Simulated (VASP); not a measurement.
Input of a VASP 6.6.1 run:

The input INCAR:

```
PREC = Accurate
ENCUT = 520
EDIFF = 1E-8
ISMEAR = 0
SIGMA = 0.01
LREAL = F
LASPH = T
NELM = 80
ALGO = Normal
ISIF = 2
LWAVE = F
LCHARG = F
GGA = PE
IBRION = 8
NSW = 1
LEPSILON = T
```

Contents of KPOINTS:

```
regular mesh
0
Gamma
  8 8 8
```

Contents of POSCAR:

```
NaH
1.0
    0.0000000000      2.2727774097      2.2727774097
    2.2727774097      0.0000000000      2.2727774097
    2.2727774097      2.2727774097      0.0000000000
Na H
1 1
Direct
    0.0000000000      0.0000000000      0.0000000000
    0.5000000000      0.5000000000      0.5000000000
```

Potentials or basis: VASP PAW PBE potentials, release 64 (Na_pv, H).

Command:

```console
$ cat potpaw_PBE.64/Na_pv/POTCAR potpaw_PBE.64/H/POTCAR > POTCAR
$ mpirun -np 1 vasp_std > vasp.out
```

Q: What does it give for the electronic dielectric tensor (diagonal)?

A: 3.13.

Q: What does it give for the Born charges (mean of the diagonal)?

A: Na +0.92; H -0.92 e.

Q: Predict the highest phonon frequency at Γ.

A: 688 cm⁻¹.

Born effective charge tensors (e):
atom 1, Na
```
0.92 0.00 0.00
0.00 0.92 0.00
0.00 0.00 0.92
```
atom 2, H
```
-0.92  0.00  0.00
 0.00 -0.92  0.00
 0.00  0.00 -0.92
```

Caveat: the cell stands under pressure or tension, which shifts response properties.
